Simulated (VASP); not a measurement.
Crystal: W.

```
W
1.0
     2.82252    0.00000    0.00000
    -1.41126    2.44438    0.00000
     0.00000    0.00000    4.60918
W
2
Direct
  0.33333 0.66667 0.25000
  0.66667 0.33333 0.75000
```

This isn't the form of W at room conditions, which is bcc.

```yaml
Program: VASP 6.6.1
Task: relaxation of cell and atoms
Functional: PBEsol
Potentials_or_basis: VASP PAW PBE potentials, release 64 (W_sv)
Cutoff: 600 eV
k_mesh: 18 × 18 × 10
Occupations: gaussian, width 0.1 eV
Spin: no spin polarisation
```

At the start: pressure 1.7 GPa; volume 15.90 Å³/atom.

Problem. How do energy, volume and symmetry change on relaxing?

Solution. Over 13 steps the energy falls by 61.5 meV/atom and the volume is 16.08 Å³/atom (+1.2 %); space group P6_3/mmc (No. 194, to 0.1 Å) before and after.

Step by step:
```csv
step,energy change (eV),largest force (eV/Å),pressure (GPa),volume (Å³)
1,0.0000,0.0000,1.70,31.80
2,-0.1142,0.0000,-3.73,32.53
3,-0.1164,0.0000,-4.19,32.61
4,-0.0258,0.0000,15.55,30.85
5,-0.1228,0.0000,-0.58,32.24
6,-0.1228,0.0000,-0.45,32.23
7,-0.1228,0.0000,-0.37,32.22
8,-0.1229,0.0000,0.37,32.12
9,-0.1231,0.0000,0.03,32.16
10,-0.1231,0.0000,0.03,32.16
11,-0.1231,0.0000,-0.06,32.17
12,-0.1231,0.0000,0.01,32.17
13,-0.1231,0.0000,-0.02,32.17
```

Final structure:
```
W
1.0
     2.75403    0.00000    0.00000
    -1.37701    2.38506    0.00000
     0.00000    0.00000    4.89758
W
2
Direct
  0.33333 0.66667 0.25000
  0.66667 0.33333 0.75000
```

Caveat: the PAW data sets were made with another functional, which shifts forces and pressure a little.
